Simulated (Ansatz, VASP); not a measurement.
**C in VASP and in Ansatz**

Contents of INCAR:

```
PREC = Accurate
ENCUT = 520
EDIFF = 1E-6
ISMEAR = -1
SIGMA = 0.05
LREAL = False
LASPH = True
NELM = 80
ALGO = Normal
ISIF = 2
LWAVE = False
LCHARG = True
GGA = CA
LELF = True
LVHAR = True
NBANDS = 11
```

File KPOINTS:

```
regular mesh
0
Gamma
  13 13 8
```

The input POSCAR:

```
C
1.0
    2.1690430626     -1.2523725254      0.0000000000
    2.1690430626      1.2523725254      0.0000000000
   -1.4061170787      0.0000000000      3.5715304629
C
2
Direct
    0.1666444700      0.1666444700      0.9999069600
    0.8333555300      0.8333555300      0.0000930400
```

The input input.yaml:

```yaml
crystal:
  lattice:
    - [2.1690430626, -1.2523725254, 0.0]
    - [2.1690430626, 1.2523725254, 0.0]
    - [-1.4061170787, 0.0, 3.5715304629]
  atoms:
    - { symbol: C, position: [0.16664447, 0.16664447, 0.99990696] }
    - { symbol: C, position: [0.83335553, 0.83335553, 9.304e-05] }
hamiltonian:
  xc: lda
  pseudopotentials: { kind: paw }
kpoints:
  mp_grid: { grid: [13, 13, 8] }
scf:
  occupations: { method: fermi_dirac, width: 0.05 }
output:
  forces: true
  stress: true
  eigenvalues: true
```

Alike in both runs: task single point; functional LDA; k mesh 13 × 13 × 8; occupations fermi-dirac, width 0.05 eV; no spin polarisation.

|  | VASP | Ansatz |
| --- | --- | --- |
| version | VASP 6.6.1 | Ansatz 0.2.0 |
| potentials or method | VASP PAW LDA potentials, release 64 (C) | Ansatz PAW |
| plane-wave cutoff (eV) | 520 | 420 |
| valence electrons in the cell | 8 | 8 |

VASP gave:

- gap on the k mesh at the Fermi level (eV): 0.88
- least direct gap on the mesh (eV): 0.89
- pressure (GPa): -17.3
- traceless stress, the component that is largest in VASP (GPa): 16.10

What did Ansatz give for the same quantities?

gap on the k mesh at the Fermi level (eV): 0.88; least direct gap on the mesh (eV): 0.89; pressure (GPa): -18.0; traceless stress, the component that is largest in VASP (GPa): 16.92.

LDA's correlation is that of Perdew and Zunger in VASP and of Perdew and Wang (1992) in Ansatz.

Noted on Ansatz's run: odd divisions of the mesh miss points on the zone boundary, where band edges often lie, so the gap on the mesh can be too wide.
